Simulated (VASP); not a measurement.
Here is a VASP 6.6.1 calculation.

Contents of INCAR:

```
PREC = Accurate ; ENCUT = 600
EDIFF = 1E-7 ; ISMEAR = -1
SIGMA = 0.1 ; LREAL = False
LASPH = True ; NELM = 100
ALGO = Normal ; ISIF = 3
LWAVE = False ; LCHARG = False
GGA = PS ; IBRION = 2
NSW = 80 ; EDIFFG = -0.01
```

Contents of KPOINTS:

```
regular mesh
0
Gamma
  13 13 13
```

The input POSCAR:

```
Ge
1.0
    0.0000000000      2.1267354152      2.1267354152
    2.1267354152      0.0000000000      2.1267354152
    2.1267354152      2.1267354152      0.0000000000
Ge
1
Direct
    0.0000000000      0.0000000000      0.0000000000
```

Potentials or basis: VASP PAW PBE potentials, release 64 (Ge_d).

Run with:

```console
$ cat potpaw_PBE.64/Ge_d/POTCAR > POTCAR
$ mpirun -np 1 vasp_std > vasp.out
```

Q: Estimate the band gap on the k mesh.

A: Zero (band 7 reaches 15.99 eV, above the bottom of band 8 at 4.46 eV).

Q: Predict the space group after relaxing (to 0.05 Å).

A: Fm-3m (No. 225).

Final structure:
```xyz
1
Lattice="0.0000 2.1011 2.1011 2.1011 0.0000 2.1011 2.1011 2.1011 0.0000" Properties=species:S:1:pos:R:3 pbc="T T T"
Ge    0.0000    0.0000    0.0000
```
